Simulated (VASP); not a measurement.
# ZnS: single point with PBEsol

**What was measured.**

From “Electronic, vibrational, and thermodynamic properties of ZnS (zincblende and rocksalt structure)”, 2009, arxiv:0911.5022, for a bulk crystal of ZnS at 19 K: band gap 3.85 eV (direct).

The system is ZnS.

```xyz
2
Lattice="0.0000 2.6779 2.6779 2.6779 0.0000 2.6779 2.6779 2.6779 0.0000" Properties=species:S:1:pos:R:3 pbc="T T T"
Zn    1.3390    1.3390    1.3390
S     0.0000    0.0000    0.0000
```

```
Program                : VASP 6.6.1
Task                   : single point
Functional             : PBEsol
Potentials or basis    : VASP PAW PBE potentials, release 64 (Zn, S)
Cutoff                 : 520 eV
k mesh                 : 8 × 8 × 8
Occupations            : fermi-dirac, width 0.02 eV
Spin                   : no spin polarisation
Dipole correction      : no
Further INCAR settings : ALGO = Normal; EDIFF = 1e-07; NBANDS = 16
```

| Item | Value |
| --- | --- |
| Pressure | 0.2 GPa |
| Band gap on the k mesh | 2.09 eV, direct |

Levels at points of the mesh, in eV from the valence-band top:
```
           k point  band 7  band 8  band 9  band 10  band 11  band 12
(0.00, 0.00, 0.00)    0.00    0.00    0.00     2.09     6.29     6.29
(0.50, 0.00, 0.00)   -5.54   -0.92   -0.92     3.25     6.82     6.82
(0.50, 0.50, 0.00)   -4.71   -2.35   -2.35     3.18     3.96    11.02
```

Run time: 10 s on 1 thread of Intel(R) Xeon(R) 6975P-C (Granite Rapids), with other jobs on the host, peak memory 0.15 GiB.

A measured gap of ZnS is 3.85 eV (direct; 19 K; quoted in “Electronic, vibrational, and thermodynamic properties of ZnS (zincblende and rocksalt structure)”, 2009, arxiv:0911.5022); the calculated 2.09 eV misses it by -1.76 eV. The value is that of PBEsol, without temperature or zero-point motion. Semilocal functionals fall short of measured gaps as a rule.

Caveat: the PAW data sets were made with another functional, which shifts forces and pressure a little.
